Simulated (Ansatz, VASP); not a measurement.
**PtSe2: VASP beside Ansatz**

The input INCAR:

```
ALGO     = Normal         # electronic algorithm
DIPOL    = 0.5 0.5 0.382
EDIFF    = 1E-7           # SCF threshold, eV
ENCUT    = 520            # plane-wave cutoff, eV
GGA      = PE             # functional
IDIPOL   = 3            
ISIF     = 2              # what is computed and relaxed
ISMEAR   = 0              # smearing method
IVDW     = 12             # dispersion correction
LASPH    = True           # aspherical terms in the spheres
LCHARG   = False          # write CHGCAR
LDIPOL   = True         
LREAL    = False          # projectors in reciprocal space
LWAVE    = False          # write WAVECAR
NBANDS   = 31             # bands
NELM     = 80             # most SCF steps
PREC     = Accurate       # precision mode
SIGMA    = 0.05           # smearing width, eV
```

The input KPOINTS:

```
k-points
0
Gamma
  9 9 1
```

The input POSCAR:

```
PtSe2
1.0
    3.7070358307      0.0000000000      0.0000000000
   -1.8535179153      3.2103872021      0.0000000000
    0.0000000000      0.0000000000     22.7981611688
Se Pt
4 2
Direct
    0.6666666667      0.3333333333      0.1973843402
    0.3333333333      0.6666666667      0.3135814565
    0.3333333333      0.8333333333      0.4499959672
    0.6666666667      0.5000000000      0.5661930834
    0.0000000000      0.0000000000      0.2554828983
    1.0000000000      1.1666666667      0.5080945253
```

Input for Ansatz:

```yaml
crystal:
  lattice:
    - [3.7070358035, 0.0, 0.0]
    - [-1.8535179017, 3.2103871786, 0.0]
    - [0.0, 0.0, 22.7981617435]
  atoms:
    - { symbol: Se, position: [0.6666666667, 0.3333333333, 0.1973843352] }
    - { symbol: Pt, position: [0.0, 0.0, 0.2554828982] }
    - { symbol: Se, position: [0.3333333333, 0.6666666667, 0.3135814612] }
    - { symbol: Se, position: [0.3333333333, 0.8333333333, 0.4499959684] }
    - { symbol: Pt, position: [1.0, 1.1666666667, 0.5080945314] }
    - { symbol: Se, position: [0.6666666667, 0.5, 0.5661930944] }
basis:
  ecutwfc: 420
kpoints:
  mp_grid: { grid: [9, 9, 1] }
hamiltonian:
  xc: pbe
  pseudopotentials: { kind: paw, azcp: { folder: soft_1 } }
  dispersion: d3bj
scf:
  occupations: { method: gaussian, width: 0.05 }
output:
  forces: true
  eigenvalues: true
efield:
  axis: 3
  dipole_correction: true
  ramp_width: 0.04
```

Alike in both runs: task single point; functional PBE; dispersion D3(BJ); k mesh 9 × 9 × 1; occupations gaussian, width 0.05 eV; no spin polarisation.

```csv
,VASP,Ansatz
version,VASP 6.6.1,Ansatz 0.2.0
potentials or method,"VASP PAW PBE potentials, release 64 (Se, Pt), cutoff 520 eV","scalar-relativistic, plane waves, PAW"
valence electrons in the cell,44,100
```

```tsv
	VASP	Ansatz	Ansatz less VASP
gap on the k mesh at the Fermi level (eV)	0.50	0.51	+0.009
least direct gap on the mesh (eV)	0.74	0.75	+0.009
rms of the force components (eV/Å)	0.114	0.114	+0.0005
```

VASP's potentials hold 44 valence electrons a cell and Ansatz's 100, so a difference there can come from the potentials and not from the codes.

Spin-orbit coupling is off throughout.
